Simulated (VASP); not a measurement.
# RbMn (P6/mmm) in VASP: single point with PBE

Aim: the single point of RbMn with PBE.

Everything below comes from runs of VASP 6.6.1. Logs are shortened: lines on timing, memory, paths and dates and some standing lists are left out, and cuts for length are marked.

## (1) The cell of the first run

The structure is hexagonal, space group P6/mmm (No. 191). Conventional cell: a = 8.518 Å, b = 8.518 Å, c = 5.548 Å, α = 90.00°, β = 90.00°, γ = 120.00°. Rb (site symmetry mmm) has 6 Mn at 3.71 to 4.26 Å and 4 Rb at 4.26 Å within 4.9 Å. Within 5.7 Å of Mn (site symmetry 6/mmm) lie 6 Rb at 4.26 Å and 14 Mn at 5.55 to 5.65 Å. Within 5.0 Å of Mn (site symmetry -6m2) lie 6 Rb at 3.71 Å and 3 Mn at 4.92 Å.

## (2) Single point, PBE, collinear spin, ferromagnetic start

INCAR

```
PREC = Accurate
ENCUT = 520
EDIFF = 1E-7
ISMEAR = 0
SIGMA = 0.1
LREAL = F
LASPH = T
NELM = 150
ALGO = Fast
ISIF = 2
LWAVE = F
LCHARG = F
ISPIN = 2
MAGMOM = 0 0 0 4.5 4.35 4.35
LORBIT = 11
LMAXMIX = 4
GGA = PE
NBANDS = 46
```

KPOINTS

```
Automatic mesh
0
Gamma
  3 3 4
```

POSCAR

```
RbMn
1.0
    8.5182722685      0.0000000000      0.0000000000
   -4.2591361342      7.3770401809      0.0000000000
    0.0000000000      0.0000000000      5.5476569535
Rb Mn
3 3
Direct
    0.5000000000      0.0000000000      0.0000000000
    0.5000000000      0.5000000000      0.0000000000
    0.0000000000      0.5000000000      0.0000000000
    0.0000000000      0.0000000000      0.0000000000
    0.3333333333      0.6666666667      0.5000000000
    0.6666666667      0.3333333333      0.5000000000
```

Potentials or basis: VASP PAW PBE potentials, release 64 (Rb_sv, Mn_pv).

Command:

```bash
$ cat potpaw_PBE.64/Rb_sv/POTCAR potpaw_PBE.64/Mn_pv/POTCAR > POTCAR
$ mpirun -np 1 vasp_std > vasp.out
```

OUTCAR:

```text
PREC = Accurate
   ENCUT = 520
   EDIFF = 1E-7
   ISMEAR = 0
   LREAL = F
   LASPH = T
   NELM = 150
   ISIF = 2
   ISPIN = 2
   LORBIT = 11
   GGA = PE

 ion  position               nearest neighbor table
   1  0.500  0.000  0.000-   5 3.71   6 3.71   5 3.71   6 3.71   2 4.26   2 4.26   4 4.26   4 4.26
                             3 4.26   3 4.26
   2  0.500  0.500  0.000-   5 3.71   6 3.71   5 3.71   6 3.71   1 4.26   1 4.26   3 4.26   3 4.26
                             4 4.26   4 4.26
   3  0.000  0.500  0.000-   5 3.71   6 3.71   5 3.71   6 3.71   4 4.26   4 4.26   2 4.26   2 4.26
                             1 4.26   1 4.26
   4  0.000  0.000  0.000-   3 4.26   3 4.26   1 4.26   1 4.26   2 4.26   2 4.26
   5  0.333  0.667  0.500-   1 3.71   1 3.71   3 3.71   3 3.71   2 3.71   2 3.71
   6  0.667  0.333  0.500-   1 3.71   1 3.71   3 3.71   3 3.71   2 3.71   2 3.71

  LATTYP: Found a hexagonal cell.
 ALAT       =     8.5182722685
 C/A-ratio  =     0.6512655124

  Lattice vectors:

 A1 = (   8.5182722685,   0.0000000000,   0.0000000000)
 A2 = (  -4.2591361342,   7.3770401809,   0.0000000000)
 A3 = (   0.0000000000,   0.0000000000,   5.5476569535)

Analysis of symmetry for initial positions (statically):
=====================================================================
 Subroutine PRICEL returns:
 Original cell was already a primitive cell.

 Routine SETGRP: Setting up the symmetry group for a
 hexagonal supercell.

 Subroutine GETGRP returns: Found 24 space group operations
 (whereof 24 operations were pure point group operations)
 out of a pool of 24 trial point group operations.

The static configuration has the point symmetry D_6h.

Analysis of symmetry for dynamics (positions and initial velocities):
=====================================================================
 Subroutine PRICEL returns:
 Original cell was already a primitive cell.

 Routine SETGRP: Setting up the symmetry group for a
 hexagonal supercell.

 Subroutine GETGRP returns: Found 24 space group operations
 (whereof 24 operations were pure point group operations)
 out of a pool of 24 trial point group operations.

The dynamic configuration has the point symmetry D_6h.

Analysis of structural, dynamic, and magnetic symmetry:
=====================================================================
 Subroutine PRICEL returns:
 Original cell was already a primitive cell.

 Routine SETGRP: Setting up the symmetry group for a
 hexagonal supercell.

 Subroutine GETGRP returns: Found 24 space group operations
 (whereof 24 operations were pure point group operations)
 out of a pool of 24 trial point group operations.

The overall configuration has the point symmetry D_6h.

 Subroutine INISYM returns: Found 24 space group operations
 (whereof 24 operations are pure point group operations),
 and found     1 'primitive' translations

----------------------------------------------------------------------------------------

                                     Primitive cell

  volume of cell :     348.6127

  direct lattice vectors                    reciprocal lattice vectors
     8.518272269  0.000000000  0.000000000     0.117394698  0.067777860  0.000000000
    -4.259136134  7.377040181  0.000000000     0.000000000  0.135555721  0.000000000
     0.000000000  0.000000000  5.547656953     0.000000000  0.000000000  0.180256279

  length of vectors
     8.518272269  8.518272268  5.547656953     0.135555721  0.135555721  0.180256279

  position of ions in fractional coordinates (direct lattice)
     0.500000000  0.000000000  0.000000000
     0.500000000  0.500000000  0.000000000
     1.000000000  0.500000000  0.000000000
     0.000000000  0.000000000  0.000000000
     0.333333333  0.666666667  0.500000000
     0.666666667  0.333333333  0.500000000

  ion indices of the primitive-cell ions
   primitive index   ion index
                 1           1
                 2           2
                 3           3
                 4           4
                 5           5
                 6           6

----------------------------------------------------------------------------------------

 KPOINTS: Automatic mesh

Automatic generation of k-mesh.
 Grid dimensions read from file:
 generate k-points for:    3    3    4

 Generating k-lattice:

  Cartesian coordinates                     Fractional coordinates (reciprocal lattice)
     0.039131566  0.022592620  0.000000000     0.333333333  0.000000000  0.000000000
     0.000000000  0.045185240  0.000000000     0.000000000  0.333333333  0.000000000
     0.000000000  0.000000000  0.045064070     0.000000000  0.000000000  0.250000000

  Length of vectors
     0.045185240  0.045185240  0.045064070

  Shift w.r.t. Gamma in fractional coordinates (k-lattice)
     0.000000000  0.000000000  0.000000000

 Subroutine IBZKPT returns following result:
 ===========================================

 Found      9 irreducible k-points:

 Following reciprocal coordinates:
            Coordinates               Weight
  0.000000  0.000000  0.000000      1.000000
  0.333333 -0.000000  0.000000      6.000000
  0.333333  0.333333  0.000000      2.000000
  0.000000  0.000000  0.250000      2.000000
  0.333333 -0.000000  0.250000     12.000000
  0.333333  0.333333  0.250000      4.000000
  0.000000  0.000000  0.500000      1.000000
  0.333333 -0.000000  0.500000      6.000000
  0.333333  0.333333  0.500000      2.000000
   k-points           NKPTS =      9   k-points in BZ     NKDIM =      9   number of bands    NBANDS=     46
   number of dos      NEDOS =    301   number of ions     NIONS =      6
   total plane-waves  NPLWV = 172032
   dimension x,y,z NGX =    64 NGY =   64 NGZ =   42
   dimension x,y,z NGXF=   128 NGYF=  128 NGZF=   84
   ions per type =               3   3
   NGX,Y,Z   is equivalent  to a cutoff of  12.49, 12.49, 12.59 a.u.
   NGXF,Y,Z  is equivalent  to a cutoff of  24.98, 24.98, 25.17 a.u.
 SYSTEM =  unknown system
   PREC   = accura    normal or accurate (medium, high low for compatibility)
   ISTART =      0    job   : 0-new  1-cont  2-samecut
   ICHARG =      2    charge: 1-file 2-atom 10-const
   ISPIN  =      2    spin polarized calculation?
   LNONCOLLINEAR =      F non collinear calculations
   LSORBIT =      F    spin-orbit coupling
   LASPH  =      T    aspherical Exc in radial PAW
   ENCUT  =  520.0 eV  38.22 Ry    6.18 a.u.  15.84 15.84 10.31*2*pi/ulx,y,z
   NELM   =    150;   NELMIN=  2; NELMDL= -5     # of ELM steps
   EDIFF  = 0.1E-06   stopping-criterion for ELM
   LREAL  =      F    real-space projection
   EDIFFG = 0.1E-05   stopping-criterion for IOM
   NSW    =      0    number of steps for IOM
   IBRION =     -1    ionic relax: 0-MD 1-quasi-New 2-CG
   NFREE  =      0    steps in history (QN), initial steepest desc. (CG)
   ISIF   =      2    stress and relaxation
   ISYM   =      2    0-nonsym 1-usesym 2-fastsym
   POTIM  = 0.5000    time-step for ionic-motion
   TEBEG  =    0.0;   TEEND  =   0.0 temperature during run
   PSTRESS=    0.0 pullay stress
   NELECT =      66.0000    total number of electrons
   NUPDOWN=      -1.0000    fix difference up-down
   EMIN   =  10.00;   EMAX   =-10.00  energy-range for DOS
   EFERMI =   0.00;   METHOD = LEGACY
   ISMEAR =     0;   SIGMA  =   0.10  broadening in eV -4-tet -1-fermi 0-gaus
   EFERMI_NEDOS =   21; number of points for ismear=-14 and -15
   IALGO  =     68    algorithm
   IMIX   =      4    mixing-type and parameters
     AMIX     =   0.40;   BMIX     =  1.00
     AMIX_MAG =   1.60;   BMIX_MAG =  1.00
  volume/ion in A,a.u.               =      58.10       392.09
  Fermi-wavevector in a.u.,A,eV,Ry     =   0.940030  1.776399 12.022876  0.883656
  Thomas-Fermi vector in A             =   2.067401
   LORBIT       =     11    0 simple, 1 ext, 2 COOP (PROOUT), +10 PAW based schemes
   GGA     = PE    functional components
   LHFCALC =     F    Hartree Fock is set to
   AEXX    =    0.0000 exact exchange contribution
   IVDW    =     0    specifies the selected vdW correction
   LEPSILON=     F    determine dielectric tensor
   LRPA    =     F    only Hartree local field effects (RPA)
 spin polarized calculation
 RMM-DIIS sequential band-by-band and
 Gauss-broadening in eV      SIGMA  =   0.10
  energy-cutoff  :      520.00
  volume of cell :      348.61
 maximum number of plane-waves:      9462
 NGX is ok and might be reduce to    64
   NGX = 31   NGY = 31   NGZ = 21

 number of electron      66.0000000 magnetization      13.1906421

 Free energy of the ion-electron system (eV)
  ---------------------------------------------------
  ext. energy  EPLUGINS =         0.00000000
  ---------------------------------------------------
  free energy    TOTEN  =       -20.70988519 eV

  energy without entropy =      -20.64386304  energy(sigma->0) =      -20.67687412

 E-fermi :   0.5568     XC(G=0):  -6.3768

 val. band max:        0.5542143276   @ k =   0.0000   0.0000   0.5000
 cond. band min:       0.5571860430   @ k =   0.0000   0.0000   0.5000
 fundamental gap:      0.0029717154
 Fermi energy:         0.5567759099

 spin component 1

 k-point     1 :       0.0000    0.0000    0.0000
  band No.  band energies     occupation
      1     -50.8981      1.00000
      2     -50.7365      1.00000
      3     -50.7365      1.00000
      4     -50.4506      1.00000
      5     -50.4506      1.00000
      6     -50.4506      1.00000
[... 37 lines left out ...]
     44       1.7255      0.00000
     45       2.4529      0.00000

 k-point     2 :       0.3333   -0.0000    0.0000
  band No.  band energies     occupation
      1     -50.8981      1.00000
      2     -50.7365      1.00000
      3     -50.7365      1.00000
      4     -50.4506      1.00000
      5     -50.4506      1.00000
      6     -50.4506      1.00000
[... 328 lines left out ...]
 k-point     9 :       0.3333    0.3333    0.5000
  band No.  band energies     occupation
      1     -50.8981      1.00000
      2     -50.7365      1.00000
      3     -50.7365      1.00000
      4     -50.4506      1.00000
      5     -50.4506      1.00000
      6     -50.4506      1.00000
[... 37 lines left out ...]
     44       1.8239      0.00000
     45       1.9281      0.00000
 Fermi energy:         0.5567759099

 spin component 2

 k-point     1 :       0.0000    0.0000    0.0000
  band No.  band energies     occupation
      1     -46.2518      1.00000
      2     -46.2081      1.00000
      3     -46.2080      1.00000
      4     -45.9696      1.00000
      5     -45.9696      1.00000
      6     -45.9695      1.00000
[... 37 lines left out ...]
     44       2.0060      0.00000
     45       2.8173      0.00000

 k-point     2 :       0.3333   -0.0000    0.0000
  band No.  band energies     occupation
      1     -46.2518      1.00000
      2     -46.2081      1.00000
      3     -46.2080      1.00000
      4     -45.9696      1.00000
      5     -45.9696      1.00000
      6     -45.9695      1.00000
[... 328 lines left out ...]
 k-point     9 :       0.3333    0.3333    0.5000
  band No.  band energies     occupation
      1     -46.2518      1.00000
      2     -46.2081      1.00000
      3     -46.2080      1.00000
      4     -45.9696      1.00000
      5     -45.9696      1.00000
      6     -45.9695      1.00000
[... 37 lines left out ...]
     44       2.1076      0.00000
     45       2.2261      0.00000
 [bands above 45 left out]

------------------------ aborting loop because EDIFF is reached ----------------------------------------

  FORCE on cell =-STRESS in cart. coord.  units (eV):
  Direction    XX          YY          ZZ          XY          YZ          ZX
  --------------------------------------------------------------------------------------
  -------------------------------------------------------------------------------------
  Total        0.4967909      0.4967909      0.0127826      0.0000000     -0.0000000      0.0000000
  in kB        2.2831841      2.2831841      0.0587471      0.0000000     -0.0000000      0.0000000
  external PRESSURE =       1.5417051 kB  Pullay stress =       0.0000000 kB

 VOLUME and BASIS-vectors are now :
 -----------------------------------------------------------------------------
  energy-cutoff  :      520.00
  volume of cell :      348.61
      direct lattice vectors                 reciprocal lattice vectors
     8.518272269  0.000000000  0.000000000     0.117394698  0.067777860  0.000000000
    -4.259136134  7.377040181  0.000000000     0.000000000  0.135555721  0.000000000
     0.000000000  0.000000000  5.547656953     0.000000000  0.000000000  0.180256279

 POSITION                                       TOTAL-FORCE (eV/Angst)
 -----------------------------------------------------------------------------------
      4.25914      0.00000      0.00000        -0.000000     -0.000000      0.000000
      2.12957      3.68852      0.00000        -0.000000     -0.000000      0.000000
     -2.12957      3.68852      0.00000        -0.000000     -0.000000      0.000000
      0.00000      0.00000      0.00000        -0.000000     -0.000000      0.000000
     -0.00000      4.91803      2.77383         0.000000     -0.000000      0.000000
      4.25914      2.45901      2.77383        -0.000000      0.000000     -0.000000
 -----------------------------------------------------------------------------------
    total drift:                                0.000000      0.000000      0.000000

  FREE ENERGIE OF THE ION-ELECTRON SYSTEM (eV)
  ---------------------------------------------------
  free  energy   TOTEN  =       -20.7098851925 eV

  energy  without entropy=      -20.6438630391  energy(sigma->0) =      -20.67687412

 total charge

# of ion       s       p       d       tot
------------------------------------------
    1        1.962   5.319   0.025   7.306
    2        1.962   5.319   0.025   7.306
    3        1.962   5.319   0.025   7.306
    4        0.426   5.991   4.855  11.273
    5        0.415   6.009   4.911  11.335
    6        0.415   6.009   4.911  11.335
--------------------------------------------------
tot          7.141  33.968  14.752  55.860

 magnetization (x)

# of ion       s       p       d       tot
------------------------------------------
    1       -0.007  -0.001  -0.008  -0.016
    2       -0.007  -0.001  -0.008  -0.016
    3       -0.007  -0.001  -0.008  -0.016
    4        0.073   0.001   4.283   4.357
    5        0.068  -0.002   4.124   4.190
    6        0.068  -0.002   4.124   4.190
--------------------------------------------------
tot          0.187  -0.007  12.508  12.688
```

Wall time 27 min (1 thread of Intel Xeon 8259CL, shared host); peak memory 0.67 GiB.

What came out:

* Free energy: -20.7099 eV
* Pressure: 0.2 GPa
* Net moment: 13.19 μB per cell
* Site moments: Rb -0.02; Mn +4.36, +4.19 (each value once) μB
* Valence electrons inside the program's atomic spheres: Rb 7.31; Mn 11.27, 11.34 (each value once)

Stress tensor (GPa, compression positive):
```
0.23 0.00 0.00
0.00 0.23 0.00
0.00 0.00 0.01
```
